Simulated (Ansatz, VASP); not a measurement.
## La3Hf2O3: VASP beside Ansatz

```xyz
8
Lattice="3.4195 1.9743 4.1329 -3.4195 1.9743 4.1329 0.0000 -3.9485 4.1329" Properties=species:S:1:pos:R:3 pbc="T T T"
La    0.0000    1.9743    4.1329
La   -1.7098   -0.9871    4.1329
La    1.7098   -0.9871    4.1329
Hf    0.0000    0.0000    1.4177
Hf    0.0000    0.0000   10.9810
O     0.0000   -1.9743    2.0665
O     1.7098    0.9871    2.0665
O    -1.7098    0.9871    2.0665
```

Alike in both runs: functional PBE; k mesh 6 × 6 × 6; occupations gaussian, width 0.1 eV; no spin polarisation.

Ansatz relaxed the structure, and its values are those at the end. VASP's run is a single point on that final structure, the one shown.

|  | VASP | Ansatz |
| --- | --- | --- |
| version | VASP 6.6.1 | Ansatz 0.2.0 |
| potentials or method | VASP PAW PBE potentials, release 64 (La, Hf_pv, O), cutoff 520 eV | scalar-relativistic, plane waves, PAW |
| valence electrons in the cell | 71 | 103 |

|  | VASP | Ansatz | Ansatz less VASP |
| --- | --- | --- | --- |
| gap on the k mesh at the Fermi level (eV) | none | none | - |
| pressure (GPa) | -0.6 | 0.0 | +0.55 |
| rms of the force components (eV/Å) | 0.018 | 0.000 | -0.0175 |

A gap of «none» marks a metal or a gap that the smearing closes. The functional is the same, so the differences come from potentials, cutoffs and numerics. VASP's potentials hold 71 valence electrons a cell and Ansatz's 103, so a difference there can come from the potentials and not from the codes.

Spin-orbit coupling is off throughout.
